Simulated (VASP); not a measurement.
# GdN (P6_3/mmc) in VASP: single point with PBE

Aim: the single point of GdN with PBE.

All numbers are computed with VASP 6.6.1; they aren't measurements. Logs are shortened: lines on timing, memory, paths and dates and some standing lists are left out, and cuts for length are marked.

## (1) The cell of the first run

It takes space group P6_3/mmc (No. 194, hexagonal). The conventional cell has a = 4.082 Å, b = 4.082 Å, c = 5.015 Å, α = 90.00°, β = 90.00°, γ = 120.00°. Gd (site symmetry -6m2) has 5 N at 2.36 to 2.51 Å within 3.1 Å. Within 3.1 Å of N (site symmetry -6m2) lie 5 Gd at 2.36 to 2.51 Å.

The cell was built from a structure type or drawn by symmetry, and may not be a known phase.

## (2) Single point, PBE, collinear spin, antiferromagnetic start

The input, INCAR:

```
SYSTEM = GdN
PREC = Accurate ; ENCUT = 520
EDIFF = 1E-7 ; ISMEAR = 0
SIGMA = 0.1 ; LREAL = .FALSE.
LASPH = .TRUE. ; NELM = 150
ALGO = Normal ; ISIF = 2
LWAVE = .FALSE. ; LCHARG = .FALSE.
ISPIN = 2 ; MAGMOM = 7.48 -7.48 0 0
LORBIT = 11 ; LMAXMIX = 6
GGA = PE ; NBANDS = 35
```

The input, KPOINTS:

```
Automatic mesh
0
G
  6 6 4
  0 0 0
```

The input, POSCAR:

```
GdN
1.0
    4.0815517000      0.0000000000      0.0000000000
   -2.0407759000      3.5347275000      0.0000000000
    0.0000000000      0.0000000000      5.0146151000
Gd N
2 2
Direct
    0.6666667000      0.3333333000      0.5000000000
    0.3333333000      0.6666667000      0.0000000000
    0.6666667000      0.3333333000      0.0000000000
    0.3333333000      0.6666667000      0.5000000000
```

Potentials or basis: VASP PAW PBE potentials, release 64 (Gd, N).

Run with:

```bash
$ cat potpaw_PBE.64/Gd/POTCAR potpaw_PBE.64/N/POTCAR > POTCAR
$ mpirun -np 1 vasp_std > vasp.out
```

OUTCAR:

```text
SYSTEM = GdN
   PREC = Accurate
   ENCUT = 520
   EDIFF = 1E-7
   ISMEAR = 0
   LREAL = .FALSE.
   LASPH = .TRUE.
   NELM = 150
   ISIF = 2
   ISPIN = 2
   LORBIT = 11
   GGA = PE

 ion  position               nearest neighbor table
   1  0.667  0.333  0.500-   4 2.36   4 2.36   4 2.36   3 2.51   3 2.51   2 3.44   2 3.44   2 3.44
                             2 3.44   2 3.44   2 3.44
   2  0.333  0.667  0.000-   3 2.36   3 2.36   3 2.36   4 2.51   4 2.51   1 3.44   1 3.44   1 3.44
                             1 3.44   1 3.44   1 3.44
   3  0.667  0.333  0.000-   2 2.36   2 2.36   2 2.36   1 2.51   1 2.51
   4  0.333  0.667  0.500-   1 2.36   1 2.36   1 2.36   2 2.51   2 2.51

  LATTYP: Found a hexagonal cell.
 ALAT       =     4.0815517000
 C/A-ratio  =     1.2286050670

  Lattice vectors:

 A1 = (   4.0815517000,   0.0000000000,   0.0000000000)
 A2 = (  -2.0407759000,   3.5347275000,   0.0000000000)
 A3 = (   0.0000000000,   0.0000000000,   5.0146151000)

Analysis of symmetry for initial positions (statically):
=====================================================================
 Subroutine PRICEL returns:
 Original cell was already a primitive cell.

 Routine SETGRP: Setting up the symmetry group for a
 hexagonal supercell.

 Subroutine GETGRP returns: Found 24 space group operations
 (whereof 12 operations were pure point group operations)
 out of a pool of 24 trial point group operations.

The static configuration has the point symmetry D_3h.
 The point group associated with its full space group is D_6h.

Analysis of symmetry for dynamics (positions and initial velocities):
=====================================================================
 Subroutine PRICEL returns:
 Original cell was already a primitive cell.

 Routine SETGRP: Setting up the symmetry group for a
 hexagonal supercell.

 Subroutine GETGRP returns: Found 24 space group operations
 (whereof 12 operations were pure point group operations)
 out of a pool of 24 trial point group operations.

The dynamic configuration has the point symmetry D_3h.
 The point group associated with its full space group is D_6h.

Analysis of structural, dynamic, and magnetic symmetry:
=====================================================================
 Subroutine PRICEL returns:
 Original cell was already a primitive cell.

 Routine SETGRP: Setting up the symmetry group for a
 hexagonal supercell.

 Subroutine GETGRP returns: Found 24 space group operations
 (whereof 12 operations were pure point group operations)
 out of a pool of 24 trial point group operations.

The overall configuration has the point symmetry D_3h.
 The point group associated with its full space group is D_6h.

 Subroutine INISYM returns: Found 24 space group operations
 (whereof 12 operations are pure point group operations),
 and found     1 'primitive' translations

----------------------------------------------------------------------------------------

                                     Primitive cell

  volume of cell :      72.3467

  direct lattice vectors                    reciprocal lattice vectors
     4.081551700  0.000000000  0.000000000     0.245004859  0.141453623  0.000000000
    -2.040775900  3.534727500  0.000000000     0.000000000  0.282907240  0.000000000
     0.000000000  0.000000000  5.014615100     0.000000000  0.000000000  0.199417100

  length of vectors
     4.081551700  4.081551760  5.014615100     0.282907244  0.282907240  0.199417100

  position of ions in fractional coordinates (direct lattice)
     0.666666700  0.333333300  0.500000000
     0.333333300  0.666666700  0.000000000
     0.666666700  0.333333300  0.000000000
     0.333333300  0.666666700  0.500000000

  ion indices of the primitive-cell ions
   primitive index   ion index
                 1           1
                 2           2
                 3           3
                 4           4

[... 21 lines left out ...]
 Subroutine IBZKPT returns following result:
 ===========================================

 Found     21 irreducible k-points:

 Following reciprocal coordinates:
            Coordinates               Weight
  0.000000  0.000000  0.000000      1.000000
  0.166667 -0.000000  0.000000      6.000000
  0.333333 -0.000000  0.000000      6.000000
  0.500000 -0.000000  0.000000      3.000000
  0.166667  0.166667  0.000000      6.000000
  0.333333  0.166667  0.000000     12.000000
[... 13 lines left out ...]
  0.333333  0.166667  0.500000     12.000000
  0.333333  0.333333  0.500000      2.000000
   k-points           NKPTS =     21   k-points in BZ     NKDIM =     21   number of bands    NBANDS=     35
   number of dos      NEDOS =    301   number of ions     NIONS =      4
   total plane-waves  NPLWV =  36000
   dimension x,y,z NGX =    30 NGY =   30 NGZ =   40
   dimension x,y,z NGXF=    60 NGYF=   60 NGZF=   80
   ions per type =               2   2
   NGX,Y,Z   is equivalent  to a cutoff of  12.22, 12.22, 13.26 a.u.
   NGXF,Y,Z  is equivalent  to a cutoff of  24.44, 24.44, 26.52 a.u.
 SYSTEM =  GdN
   PREC   = accura    normal or accurate (medium, high low for compatibility)
   ISTART =      0    job   : 0-new  1-cont  2-samecut
   ICHARG =      2    charge: 1-file 2-atom 10-const
   ISPIN  =      2    spin polarized calculation?
   LNONCOLLINEAR =      F non collinear calculations
   LSORBIT =      F    spin-orbit coupling
   LASPH  =      T    aspherical Exc in radial PAW
   ENCUT  =  520.0 eV  38.22 Ry    6.18 a.u.   7.59  7.59  9.32*2*pi/ulx,y,z
   NELM   =    150;   NELMIN=  2; NELMDL= -5     # of ELM steps
   EDIFF  = 0.1E-06   stopping-criterion for ELM
   LREAL  =      F    real-space projection
   EDIFFG = 0.1E-05   stopping-criterion for IOM
   NSW    =      0    number of steps for IOM
   IBRION =     -1    ionic relax: 0-MD 1-quasi-New 2-CG
   NFREE  =      0    steps in history (QN), initial steepest desc. (CG)
   ISIF   =      2    stress and relaxation
   ISYM   =      2    0-nonsym 1-usesym 2-fastsym
   POTIM  = 0.5000    time-step for ionic-motion
   TEBEG  =    0.0;   TEEND  =   0.0 temperature during run
   PSTRESS=    0.0 pullay stress
   NELECT =      46.0000    total number of electrons
   NUPDOWN=      -1.0000    fix difference up-down
   EMIN   =  10.00;   EMAX   =-10.00  energy-range for DOS
   EFERMI =   0.00;   METHOD = LEGACY
   ISMEAR =     0;   SIGMA  =   0.10  broadening in eV -4-tet -1-fermi 0-gaus
   EFERMI_NEDOS =   21; number of points for ismear=-14 and -15
   IALGO  =     38    algorithm
   IMIX   =      4    mixing-type and parameters
     AMIX     =   0.40;   BMIX     =  1.00
     AMIX_MAG =   1.60;   BMIX_MAG =  1.00
  volume/ion in A,a.u.               =      18.09       122.05
  Fermi-wavevector in a.u.,A,eV,Ry     =   1.407736  2.660235 26.962939  1.981720
  Thomas-Fermi vector in A             =   2.529965
   LORBIT       =     11    0 simple, 1 ext, 2 COOP (PROOUT), +10 PAW based schemes
   GGA     = PE    functional components
   LHFCALC =     F    Hartree Fock is set to
   AEXX    =    0.0000 exact exchange contribution
   IVDW    =     0    specifies the selected vdW correction
   LEPSILON=     F    determine dielectric tensor
   LRPA    =     F    only Hartree local field effects (RPA)
 spin polarized calculation
 Gauss-broadening in eV      SIGMA  =   0.10
  energy-cutoff  :      520.00
  volume of cell :       72.35
 maximum number of plane-waves:      2010
   NGX = 15   NGY = 15   NGZ = 19

 number of electron      45.9999979 magnetization       0.0000000

 number of electron      45.9999979 magnetization      -0.0000000

 Free energy of the ion-electron system (eV)
  ---------------------------------------------------
  ext. energy  EPLUGINS =         0.00000000
  ---------------------------------------------------
  free energy    TOTEN  =       -46.11047115 eV

  energy without entropy =      -46.11047115  energy(sigma->0) =      -46.11047115

 E-fermi :   2.9642     XC(G=0): -10.5299

 val. band max:        2.5898562118   @ k =   0.0000   0.0000   0.0000
 cond. band min:       3.3483186561   @ k =   0.3333   0.3333   0.0000
 fundamental gap:      0.7584624443
 Fermi energy:         2.9641814521

 spin component 1

 k-point     1 :       0.0000    0.0000    0.0000
  band No.  band energies     occupation
      1     -40.7675      1.00000
      2     -37.6642      1.00000
      3     -18.3479      1.00000
      4     -18.1634      1.00000
      5     -18.1634      1.00000
      6     -16.0272      1.00000
[... 787 lines left out ...]
     34       8.0175      0.00000
     35       8.9971      0.00000
 Fermi energy:         2.9641814521

 spin component 2

 k-point     1 :       0.0000    0.0000    0.0000
  band No.  band energies     occupation
      1     -40.7675      1.00000
      2     -37.6642      1.00000
      3     -18.3479      1.00000
      4     -18.1634      1.00000
      5     -18.1634      1.00000
      6     -16.0272      1.00000
[... 787 lines left out ...]
     34       8.0175      0.00000
     35       8.9971      0.00000

------------------------ aborting loop because EDIFF is reached ----------------------------------------

  FORCE on cell =-STRESS in cart. coord.  units (eV):
  Direction    XX          YY          ZZ          XY          YZ          ZX
  --------------------------------------------------------------------------------------
  -------------------------------------------------------------------------------------
  Total        0.0594693      0.0594693      0.0303666     -0.0000000      0.0000000     -0.0000000
  in kB        1.3169953      1.3169953      0.6724921     -0.0000000      0.0000000     -0.0000000
  external PRESSURE =       1.1021609 kB  Pullay stress =       0.0000000 kB

 VOLUME and BASIS-vectors are now :
 -----------------------------------------------------------------------------
  energy-cutoff  :      520.00
  volume of cell :       72.35
      direct lattice vectors                 reciprocal lattice vectors
     4.081551700  0.000000000  0.000000000     0.245004859  0.141453623  0.000000000
    -2.040775900  3.534727500  0.000000000     0.000000000  0.282907240  0.000000000
     0.000000000  0.000000000  5.014615100     0.000000000  0.000000000  0.199417100

 POSITION                                       TOTAL-FORCE (eV/Angst)
 -----------------------------------------------------------------------------------
      2.04078      1.17824      2.50731        -0.000000      0.000000      0.000000
     -0.00000      2.35649      0.00000         0.000000      0.000000      0.000000
      2.04078      1.17824      0.00000         0.000000      0.000000      0.000000
     -0.00000      2.35649      2.50731        -0.000000      0.000000      0.000000
 -----------------------------------------------------------------------------------
    total drift:                               -0.000474      0.000273     -0.000001

  FREE ENERGIE OF THE ION-ELECTRON SYSTEM (eV)
  ---------------------------------------------------
  free  energy   TOTEN  =       -46.1104711477 eV

  energy  without entropy=      -46.1104711471  energy(sigma->0) =      -46.11047115

 total charge

# of ion       s       p       d       f       tot
--------------------------------------------------
    1        2.037   5.654   0.549   7.006  15.246
    2        2.037   5.654   0.549   7.006  15.246
    3        1.253   2.402   0.000   0.000   3.654
    4        1.253   2.402   0.000   0.000   3.654
--------------------------------------------------
tot          6.581  16.111   1.098  14.012  37.801

 magnetization (x)

# of ion       s       p       d       f       tot
--------------------------------------------------
    1       -0.003  -0.083   0.048   6.807   6.768
    2        0.003   0.083  -0.048  -6.807  -6.768
    3        0.003   0.018   0.000   0.000   0.022
    4       -0.003  -0.018   0.000   0.000  -0.022
--------------------------------------------------
tot          0.000   0.000  -0.000   0.000   0.000
```

Wall time 16 min (1 thread of Intel Xeon Platinum 8259CL at 2.50GHz (Skylake/Cascade Lake), shared host); peak memory 0.26 GiB.

What came out:

- Free energy: -46.1105 eV
- Pressure: 0.1 GPa
- Band gap on the k mesh: 0.76 eV (least direct gap 0.82 eV)
- Net moment: 0.00 μB per cell
- Site moments: Gd +6.77, -6.77; N +0.02, -0.02 μB
- Valence electrons inside the program's atomic spheres: Gd 15.25; N 3.65

Levels at points of the mesh, in eV from the valence-band top:
Spin up:
| k point | band 20 | band 21 | band 22 | band 23 | band 24 | band 25 | band 26 | band 27 |
| --- | --- | --- | --- | --- | --- | --- | --- | --- |
| (0.00, 0.00, 0.00) | -1.70 | -1.70 | -0.74 | 0.00 | 1.52 | 2.14 | 2.14 | 2.48 |
| (0.50, 0.00, 0.00) | -1.01 | -0.83 | -0.65 | -0.46 | 1.98 | 2.02 | 2.14 | 2.45 |
| (0.00, 0.00, 0.50) | -2.22 | -2.12 | -2.12 | -1.92 | 2.06 | 2.34 | 2.34 | 2.36 |
| (0.50, 0.00, 0.50) | -1.68 | -1.58 | -0.93 | -0.78 | 2.27 | 2.27 | 2.29 | 2.36 |
Spin down:
```
           k point  band 20  band 21  band 22  band 23  band 24  band 25  band 26  band 27
(0.00, 0.00, 0.00)    -1.70    -1.70    -0.74     0.00     1.52     2.14     2.14     2.48
(0.50, 0.00, 0.00)    -1.01    -0.83    -0.65    -0.46     1.98     2.02     2.14     2.45
(0.00, 0.00, 0.50)    -2.22    -2.12    -2.12    -1.92     2.06     2.34     2.34     2.36
(0.50, 0.00, 0.50)    -1.68    -1.58    -0.93    -0.78     2.27     2.27     2.29     2.36
```

Caveat: spin-orbit coupling is left out, which moves the levels of the heavy elements; semilocal functionals describe open f shells poorly, which spoils levels, moments and volumes.
